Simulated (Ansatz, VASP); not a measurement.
## One calculation of ReBi2, two programs

```
CELL_PARAMETERS angstrom
6.36895 0.00000 0.00000
0.00000 7.11086 0.00000
0.00000 0.00000 3.38529
ATOMIC_POSITIONS crystal
Re 0.00000 0.00000 0.00000
Re 0.50000 0.50000 0.50000
Bi 0.19449 0.35197 0.00000
Bi 0.80551 0.64803 0.00000
Bi 0.69449 0.14803 0.50000
Bi 0.30551 0.85197 0.50000
```

Alike in both runs: functional PBE; k mesh 4 × 4 × 6; occupations gaussian, width 0.1 eV; no spin polarisation.

Ansatz relaxed the structure, and its values are those at the end. VASP's run is a single point on that final structure, the one shown.

|  | VASP | Ansatz |
| --- | --- | --- |
| version | VASP 6.6.1 | Ansatz 0.2.0 |
| potentials or method | VASP PAW PBE potentials, release 64 (Re, Bi_d), cutoff 520 eV | scalar-relativistic, plane waves, PAW |
| valence electrons in the cell | 74 | 90 |

|  | VASP | Ansatz | Ansatz less VASP |
| --- | --- | --- | --- |
| gap on the k mesh at the Fermi level (eV) | none | none | - |
| pressure (GPa) | 0.0 | 0.1 | +0.09 |
| rms of the force components (eV/Å) | 0.009 | 0.012 | +0.0024 |

A gap of «none» marks a metal or a gap that the smearing closes. VASP's potentials hold 74 valence electrons a cell and Ansatz's 90, so a difference there can come from the potentials and not from the codes.

Neither program's run includes spin-orbit coupling.
